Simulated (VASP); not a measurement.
Wanted: the native input for a VASP 6.6.1 run.

| Property | Result |
| --- | --- |
| Task | single point |
| Functional | PBE |
| Potentials or basis | VASP PAW PBE potentials, release 64 (Zr_sv, C) |
| Cutoff | 520 eV |
| k mesh | 15 × 15 × 15 |
| Occupations | fermi-dirac, width 0.05 eV |
| Spin | no spin polarisation |
| Dipole correction | no |
| Further INCAR settings | ALGO = Normal; EDIFF = 1e-06; NBANDS = 15 |

The structure of ZrC lies in POSCAR:

```
ZrC
1.0
    0.0000000000      2.3502100000      2.2797037000
    2.3502100000      0.0000000000      2.2797037000
    2.3502100000      2.3502100000      0.0000000000
Zr C
1 1
Direct
    0.5000000000      0.5000000000      0.5000000000
    0.0000000000      0.0000000000      0.0000000000
```

This cell differs from its parent crystal: zz strain of -3 %.

One way to write it, as run:

INCAR

```
PREC = Accurate
ENCUT = 520
EDIFF = 1E-6
ISMEAR = -1
SIGMA = 0.05
LREAL = F
LASPH = T
NELM = 60
ALGO = Normal
ISIF = 2
LWAVE = F
LCHARG = T
GGA = PE
LELF = T
LVHAR = T
NBANDS = 15
```

KPOINTS

```
Automatic mesh
0
Gamma
  15 15 15
```

Potentials or basis: VASP PAW PBE potentials, release 64 (Zr_sv, C).

Command:

```bash
$ cat potpaw_PBE.64/Zr_sv/POTCAR potpaw_PBE.64/C/POTCAR > POTCAR
$ mpirun -np 1 vasp_std > vasp.out
```

It gave:

```
Pressure               : 9.2 GPa
Band gap on the k mesh : zero (bands 8 and 9 overlap by 1.57 eV)
```

Caveat: the cell differs from its parent crystal (zz strain of -3 %); the cell stands under pressure.

Wall time 86 s on 1 thread of Intel Xeon 8259CL, on a shared host, peak memory 0.23 GiB.
